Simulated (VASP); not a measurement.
Wanted: the native input for a VASP 6.6.1 run.

```yaml
Task: single point
Functional: r2SCAN
Potentials_or_basis: VASP PAW PBE potentials, release 64 (Pb_d, O)
Cutoff: 660 eV
k_mesh: 6 × 6 × 6
Occupations: fermi-dirac, width 0.01 eV
Spin: no spin polarisation
Dipole_correction: no
Further_INCAR_settings: ALGO = Normal; EDIFF = 1e-06; NBANDS = 20
```

Crystal: PbO2.

```
Pb O
1.0
     0.00000    2.61148    2.61148
     2.61148    0.00000    2.61148
     2.61148    2.61148    0.00000
Pb O
1 2
Cartesian
  0.0000 0.0000 0.0000
  1.3057 1.3057 1.3057
  3.9172 3.9172 3.9172
```

One way to write it, as run:

POSCAR

```
PbO2
1.0
    0.0000000000      2.6114767408      2.6114767408
    2.6114767408      0.0000000000      2.6114767408
    2.6114767408      2.6114767408      0.0000000000
Pb O
1 2
Direct
    0.0000000000      0.0000000000      0.0000000000
    0.2500000000      0.2500000000      0.2500000000
    0.7500000000      0.7500000000      0.7500000000
```

INCAR.step1

```
PREC = Accurate ; ENCUT = 660
ISMEAR = -1 ; SIGMA = 0.01
LREAL = False ; LASPH = True
NELM = 120 ; NBANDS = 20
GGA = PE ; ALGO = Normal
EDIFF = 1E-5 ; LWAVE = True
LCHARG = False ; GGA_COMPAT = False
```

INCAR.step2

```
PREC = Accurate ; ENCUT = 660
EDIFF = 1E-6 ; ISMEAR = -1
SIGMA = 0.01 ; LREAL = False
LASPH = True ; NELM = 120
ALGO = Normal ; ISIF = 2
LWAVE = False ; LCHARG = False
METAGGA = R2SCAN ; LMIXTAU = True
NBANDS = 20 ; ISTART = 1
GGA_COMPAT = False
```

KPOINTS

```
regular mesh
0
Gamma
  6 6 6
```

Potentials or basis: VASP PAW PBE potentials, release 64 (Pb_d, O).

Command:

```bash
$ cat potpaw_PBE.64/Pb_d/POTCAR potpaw_PBE.64/O/POTCAR > POTCAR
$ cp INCAR.step1 INCAR
$ mpirun -np 1 vasp_std > vasp.out
$ cp INCAR.step2 INCAR
$ mpirun -np 1 vasp_std > vasp.out
```

Results of the run:

```yaml
Pressure: 11.2 GPa
Band_gap_on_the_k_mesh: zero (bands 13 and 14 overlap by 1.45 eV)
```

Caveat: the cell stands under pressure; the PAW data sets were made with another functional, which shifts forces and pressure a little; spin-orbit coupling is left out, which moves the levels of the heavy elements.

Wall time 26 s on 1 thread of Intel(R) Xeon(R) 6975P-C (Granite Rapids) (shared host), peak memory 0.18 GiB.
